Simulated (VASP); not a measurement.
Set up this calculation in VASP 6.6.1, as the native input.

```yaml
Task: single point
Functional: PBE
Dispersion: D3(BJ)
Potentials_or_basis: VASP PAW PBE potentials, release 64 (As)
Cutoff: 400 eV
k_mesh: 6 × 6 × 1
Occupations: gaussian, width 0.04 eV
Spin: no spin polarisation
Dipole_correction: yes
Further_INCAR_settings: ALGO = Normal; EDIFF = 1e-06; NBANDS = 30; NELMDL = -8
```

The structure of As lies in POSCAR:

```
As
1.0
    0.0000000000      7.0533500539      0.0000000000
   -6.1083803285     -3.5266750270      0.0000000000
    0.0000000000      0.0000000000     20.2800000000
As
8
Direct
    0.1666666667      0.3333333333      0.5580077824
    0.1592055796      0.8307912747      0.5580602568
    0.6633286155      0.3340220712      0.5551071180
    0.6642947101      0.8382176346      0.5580164085
    0.3336249479      0.1668149685      0.6268169291
    0.3301151346      0.6674450409      0.6272026585
    0.8307238330      0.1717250136      0.6268265850
    0.8256935775      0.6636997087      0.6268352794
```

The input as run:

INCAR

```
PREC     = Accurate       # precision mode
ENCUT    = 400            # plane-wave cutoff, eV
EDIFF    = 1E-6           # SCF threshold, eV
ISMEAR   = 0              # smearing method
SIGMA    = 0.04           # smearing width, eV
LREAL    = False          # projectors in reciprocal space
LASPH    = True           # aspherical terms in the spheres
NELM     = 120            # most SCF steps
ALGO     = Normal         # electronic algorithm
ISIF     = 2              # what is computed and relaxed
LWAVE    = False          # write WAVECAR
LCHARG   = True           # write CHGCAR
LDIPOL   = True         
IDIPOL   = 3            
DIPOL    = 0.5 0.5 0.592
GGA      = PE             # functional
IVDW     = 12             # dispersion correction
LELF     = True           # ELF
LVHAR    = True         
LVACPOTAV= True         
NBANDS   = 30             # bands
GGA_COMPAT= False        
NELMDL   = -8
```

KPOINTS

```
regular mesh
0
Gamma
  6 6 1
```

Potentials or basis: VASP PAW PBE potentials, release 64 (As).

Launch:

```console
$ cat potpaw_PBE.64/As/POTCAR > POTCAR
$ mpirun -np 1 vasp_std > vasp.out
```

Results of the run:

The largest force is 0.160 eV/Å and the band gap on the k mesh is 1.40 eV. The dispersion energy per atom is -0.217 eV.

It took 8.1 min on 1 thread of Oxide Virtual Turin-like Processor, with other jobs on the host, peak memory 0.8 GiB.
